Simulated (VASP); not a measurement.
# Ir (Fm-3m) in VASP: notebook, part 2 of 2

VASP 6.6.1.

## (5) Single point, LDA (volume scaled by 0.8)

INCAR

```
ALGO = Normal ; EDIFF = 1E-6
ENCUT = 520 ; ISIF = 2
ISMEAR = -1 ; LASPH = True
LCHARG = True ; LELF = True
LREAL = False ; LVHAR = True
LWAVE = False ; NBANDS = 10
NELM = 80 ; PREC = Accurate
SIGMA = 0.08
```

KPOINTS

```
k-points
0
Gamma
  19 19 19
```

POSCAR

```
Ir
1.0
    0.0000000000      1.7693145633      1.7693145633
    1.7693145633      0.0000000000      1.7693145633
    1.7693145633      1.7693145633      0.0000000000
Ir
1
Direct
    0.0000000000      0.0000000000      0.0000000000
```

Potentials or basis: VASP PAW LDA potentials, release 64 (Ir).

On the command line:

```
$ cat potpaw_LDA.64/Ir/POTCAR > POTCAR
$ mpirun -np 1 vasp_std > vasp.out
```

OUTCAR:

```text
EDIFF = 1E-6
   ENCUT = 520
   ISIF = 2
   ISMEAR = -1
   LASPH = True
   LREAL = False
   NELM = 80
   PREC = Accurate

 ion  position               nearest neighbor table
   1  0.000  0.000  0.000-

  LATTYP: Found a face centered cubic cell.
 ALAT       =     3.5386291266

  Lattice vectors:

 A1 = (   0.0000000000,   1.7693145633,   1.7693145633)
 A2 = (   1.7693145633,   0.0000000000,   1.7693145633)
[... 489 lines left out ...]
      9      40.6934      0.00000
     10      40.9763      0.00000

 [... further k-points ...]

------------------------ aborting loop because EDIFF is reached ----------------------------------------

  FORCE on cell =-STRESS in cart. coord.  units (eV):
  Direction    XX          YY          ZZ          XY          YZ          ZX
  --------------------------------------------------------------------------------------
  -------------------------------------------------------------------------------------
  Total       11.3037510     11.3037510     11.3037510      0.0000000     -0.0000000     -0.0000000
  in kB     1634.8880264   1634.8880264   1634.8880264      0.0000000     -0.0000000     -0.0000000
  external PRESSURE =    1634.8880264 kB  Pullay stress =       0.0000000 kB

 VOLUME and BASIS-vectors are now :
 -----------------------------------------------------------------------------
  energy-cutoff  :      520.00
  volume of cell :       11.08
      direct lattice vectors                 reciprocal lattice vectors
     0.000000000  1.769314563  1.769314563    -0.282595311  0.282595311  0.282595311
     1.769314563  0.000000000  1.769314563     0.282595311 -0.282595311  0.282595311
     1.769314563  1.769314563  0.000000000     0.282595311  0.282595311 -0.282595311

 POSITION                                       TOTAL-FORCE (eV/Angst)
 -----------------------------------------------------------------------------------
      0.00000      0.00000      0.00000         0.000000      0.000000     -0.000000
 -----------------------------------------------------------------------------------
    total drift:                                0.000000      0.000000     -0.000000

  FREE ENERGIE OF THE ION-ELECTRON SYSTEM (eV)
  ---------------------------------------------------
  free  energy   TOTEN  =        -9.1632138060 eV

  energy  without entropy=       -9.1466792399  energy(sigma->0) =       -9.15494652
```

OSZICAR:

```text
N       E                     dE             d eps       ncg     rms          rms(c)
DAV:   1     0.515242552632E+02    0.51524E+02   -0.45438E+03  4424   0.860E+02
DAV:   2    -0.885846594498E+01   -0.60383E+02   -0.57953E+02  4552   0.214E+02
DAV:   3    -0.968075146436E+01   -0.82229E+00   -0.82028E+00  5144   0.301E+01
DAV:   4    -0.968816187084E+01   -0.74104E-02   -0.74088E-02  5336   0.257E+00
DAV:   5    -0.968827238369E+01   -0.11051E-03   -0.11051E-03  5464   0.277E-01    0.305E+01
DAV:   6    -0.930812579046E+01    0.38015E+00   -0.30724E-01  5154   0.714E+00    0.152E+01
DAV:   7    -0.916973092312E+01    0.13839E+00   -0.19950E-01  6094   0.520E+00    0.147E+00
DAV:   8    -0.916431843809E+01    0.54125E-02   -0.95107E-03  4874   0.151E+00    0.873E-01
DAV:   9    -0.916320473410E+01    0.11137E-02   -0.44676E-04  4892   0.290E-01    0.299E-02
DAV:  10    -0.916321381194E+01   -0.90778E-05   -0.36724E-06  6168   0.170E-02    0.134E-02
DAV:  11    -0.916321380604E+01    0.59009E-08   -0.12517E-07  2610   0.354E-03
   1 F= -.91632138E+01 E0= -.91549465E+01  d E =-.165346E-01
```

Run time: 9.7 s. Hardware: 1 thread of Intel Xeon 6975P-C (Granite Rapids), shared host; peak memory 0.14 GiB.

What came out:

| Property | Result |
| --- | --- |
| Free energy | -9.1632 eV |
| Pressure | 163.5 GPa |

Levels at points of the mesh, in eV from the Fermi level:
| k point | band 1 | band 2 | band 3 | band 4 | band 5 | band 6 | band 7 | band 8 |
| --- | --- | --- | --- | --- | --- | --- | --- | --- |
| (0.00, 0.00, 0.00) | -13.90 | -5.66 | -5.66 | -5.66 | -1.67 | -1.67 | 13.51 | 20.63 |

Caveat: spin-orbit coupling is left out, which moves the levels of the heavy elements.

## (6) Single point, LDA (volume scaled by 0.8)

INCAR

```
SYSTEM = Ir
PREC     = Accurate       ! precision mode
ENCUT    = 520            ! plane-wave cutoff, eV
EDIFF    = 1E-7           ! SCF threshold, eV
ISMEAR   = -1             ! smearing method
SIGMA    = 0.08           ! smearing width, eV
LREAL    = .False.        ! projectors in reciprocal space
LASPH    = .True.         ! aspherical terms in the spheres
NELM     = 80             ! most SCF steps
ALGO     = Normal         ! electronic algorithm
ISIF     = 2              ! what is computed and relaxed
LWAVE    = .False.        ! write WAVECAR
LCHARG   = .True.         ! write CHGCAR
LELF     = .True.         ! ELF
LVHAR    = .True.       
NBANDS   = 10             ! bands
```

KPOINTS

```
Automatic mesh
0
Gamma
  19 19 19
  0 0 0
```

POSCAR is that of step 5.

Potentials or basis: VASP PAW LDA potentials, release 64 (Ir).

On the command line:

```
$ cat potpaw_LDA.64/Ir/POTCAR > POTCAR
$ mpirun -np 1 vasp_std > vasp.out
```

It took 11 s on 1 thread of Intel Xeon 6975P-C (Granite Rapids), shared host; peak memory 0.14 GiB.

Results (log left out):

- Free energy: -9.1632 eV
- Pressure: 163.5 GPa

Levels at points of the mesh, in eV from the Fermi level:
| k point | band 2 | band 3 | band 4 | band 5 | band 6 | band 7 |
| --- | --- | --- | --- | --- | --- | --- |
| (0.00, 0.00, 0.00) | -5.66 | -5.66 | -5.66 | -1.67 | -1.67 | 13.51 |

Caveat: spin-orbit coupling is left out, which moves the levels of the heavy elements.

## (7) Overview

```csv
cell,gap on the mesh (eV),pressure (GPa)
"a = 2.323 Å, angles 60.0°, 1 atom",none,543.8
"a = 2.416 Å, angles 60.0°, 1 atom",none,306.5
"a = 2.502 Å, angles 60.0°, 1 atom",none,163.5
```

Alike in all rows: task single point; level LDA; potentials or basis VASP PAW LDA potentials, release 64 (Ir); no spin polarisation; k mesh 19 × 19 × 19; cutoff (eV) 520; smearing fermi-dirac 0.08 eV.

Caveats: spin-orbit coupling is left out, which moves the levels of the heavy elements.

Total energies depend on the potentials used, so only differences within one code and one set of settings carry meaning.
